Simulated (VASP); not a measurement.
Here is a VASP 6.6.1 calculation.

File POSCAR:

```
Cu
1.0
    2.5305027400      0.0000000000      0.0000000000
   -1.2652513700      2.1914796572      0.0000000000
    0.0000000000      0.0000000000      4.1298555565
Cu
2
Direct
    0.3333333333      0.6666666667      0.2500000000
    0.6666666667      0.3333333333      0.7500000000
```

INCAR.step1

```
SYSTEM = Cu
PREC     = Accurate       ! precision mode
ENCUT    = 520            ! plane-wave cutoff, eV
ISMEAR   = 0              ! smearing method
SIGMA    = 0.1            ! smearing width, eV
LREAL    = .FALSE.        ! projectors in reciprocal space
LASPH    = .TRUE.         ! aspherical terms in the spheres
NELM     = 100            ! most SCF steps
NBANDS   = 18             ! bands
GGA      = PE             ! functional
ALGO     = Normal         ! electronic algorithm
EDIFF    = 1E-4           ! SCF threshold, eV
LWAVE    = .TRUE.         ! write WAVECAR
LCHARG   = .FALSE.        ! write CHGCAR
```

Contents of INCAR.step2:

```
SYSTEM = Cu
PREC     = Accurate       ! precision mode
ENCUT    = 520            ! plane-wave cutoff, eV
EDIFF    = 1E-6           ! SCF threshold, eV
ISMEAR   = 0              ! smearing method
SIGMA    = 0.1            ! smearing width, eV
LREAL    = .FALSE.        ! projectors in reciprocal space
LASPH    = .TRUE.         ! aspherical terms in the spheres
NELM     = 100            ! most SCF steps
ALGO     = Normal         ! electronic algorithm
ISIF     = 2              ! what is computed and relaxed
LWAVE    = .FALSE.        ! write WAVECAR
LCHARG   = .FALSE.        ! write CHGCAR
METAGGA  = R2SCAN         ! meta-GGA
LMIXTAU  = .TRUE.       
NBANDS   = 18             ! bands
ISTART   = 1
```

The input KPOINTS:

```
Automatic mesh
0
G
  18 18 10
  0 0 0
```

Potentials or basis: VASP PAW PBE potentials, release 64 (Cu).

Run with:

```sh
$ cat potpaw_PBE.64/Cu/POTCAR > POTCAR
$ cp INCAR.step1 INCAR
$ mpirun -np 1 vasp_std > vasp.out
$ cp INCAR.step2 INCAR
$ mpirun -np 1 vasp_std > vasp.out
```

(1) Estimate the pressure.

(2) What does it give for the band gap on the k mesh?

Answers

(1) 0.8 GPa.

(2) zero (band 11 reaches 12.07 eV, above the bottom of band 12 at 5.68 eV).

Caveat: the PAW data sets were made with another functional, which shifts forces and pressure a little.
